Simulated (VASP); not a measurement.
Al32O (a cell with a defect), 33 atoms in the cell. The cell holds a defect, 33 atoms: a = 8.100 Å, b = 8.100 Å, c = 8.100 Å, α = 90.00°, β = 90.00°, γ = 90.00°. 

```yaml
Program: VASP 6.6.1
Task: single point
Functional: PBE
Dispersion: D3(BJ)
Potentials_or_basis: VASP PAW PBE potentials, release 64 (Al, O)
Cutoff: 520 eV
k_mesh: 3 × 3 × 3
Occupations: fermi-dirac, width 0.1 eV
Spin: no spin polarisation
Dipole_correction: no
Further_INCAR_settings: LREAL = Auto; ALGO = Normal; EDIFF = 1e-07; NBANDS = 73
```

Potentials or basis: VASP PAW PBE potentials, release 64 (Al, O).

Command:

```bash
$ cat potpaw_PBE.64/Al/POTCAR potpaw_PBE.64/O/POTCAR > POTCAR
$ mpirun -np 1 vasp_std > vasp.out
```

Hardware: 1 thread of Intel(R) Xeon(R) Platinum 8481C CPU @ 2.70GHz (Sapphire Rapids) (shared host).

Task: How long does it take, and how much memory?

Result: Wall time 10 min on 1 thread of Intel(R) Xeon(R) Platinum 8481C CPU @ 2.70GHz (Sapphire Rapids), on a shared host, peak memory 0.68 GiB. Counts: scf iterations 36, k points 14.
